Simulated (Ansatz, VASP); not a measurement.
**Au: VASP beside Ansatz**

```xyz
1
Lattice="0.0000 2.1069 2.0762 2.1069 0.0000 2.0762 2.1069 2.1069 0.0000" Properties=species:S:1:pos:R:3 pbc="T T T"
Au    0.0000    0.0000    0.0000
```

Change from the starting cell: strain +0.030 along x and y, +0.015 along z, atoms carried along.

Alike in both runs: task single point; functional PBEsol; k mesh 20 × 20 × 20; occupations gaussian, width 0.15 eV; no spin polarisation.

|  | VASP | Ansatz |
| --- | --- | --- |
| version | VASP 6.6.1 | Ansatz 0.2.0 |
| potentials or method | VASP PAW PBE potentials, release 64 (Au), cutoff 520 eV | scalar-relativistic, plane waves, PAW |
| valence electrons in the cell | 11 | 19 |

|  | VASP | Ansatz | Ansatz less VASP |
| --- | --- | --- | --- |
| gap on the k mesh at the Fermi level (eV) | none | none | - |
| pressure (GPa) | -11.2 | -11.0 | +0.21 |
| traceless stress, the component that is largest in VASP (GPa) | 0.19 | 0.19 | -0.001 |

VASP's potentials were made for PBE, not for PBEsol. A gap of «none» marks a metal or a gap that the smearing closes. VASP's potentials hold 11 valence electrons a cell and Ansatz's 19, so a difference there can come from the potentials and not from the codes.

Spin-orbit coupling is off throughout.
